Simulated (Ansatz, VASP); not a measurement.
## Al5N in VASP and in Ansatz

```
CELL_PARAMETERS angstrom
0.00000 3.64622 3.64622
3.64622 0.00000 3.64622
3.64622 3.64622 0.00000
ATOMIC_POSITIONS crystal
Al 0.75000 0.75000 0.75000
Al 0.87370 0.37543 0.37543
Al 0.37543 0.37543 0.37543
Al 0.37543 0.87370 0.37543
Al 0.37543 0.37543 0.87370
N 0.00000 0.00000 0.00000
```

Change from the starting cell: species swapped into the Be5Pt type (F-43m, No. 216).

Alike in both runs: task single point; functional PBE; k mesh 4 × 4 × 4; occupations gaussian, width 0.1 eV; collinear spin.

```csv
,VASP,Ansatz
version,VASP 6.6.1,Ansatz 0.2.0
potentials or method,"VASP PAW PBE potentials, release 64 (Al, N), cutoff 520 eV","scalar-relativistic, plane waves, PAW"
valence electrons in the cell,20,20
```

```csv
,VASP,Ansatz,Ansatz less VASP
gap on the k mesh at the Fermi level (eV),none,none,-
pressure (GPa),0.4,0.4,+0.03
rms of the force components (eV/Å),0.010,0.009,-0.0009
net moment per atom (μB),0.05,0.05,-0.001
size of the moment on the site where the two differ most (μB),0.15,0.21,+0.053
```

Site moments also hang on the region over which each program counts them. Atom by atom the forces differ by 0.001 eV/Å (rms over components). A gap of «none» marks a metal or a gap that the smearing closes. The functional is the same, so the differences come from potentials, cutoffs and numerics.

The k mesh is coarse, so the values compare programs but aren't converged.
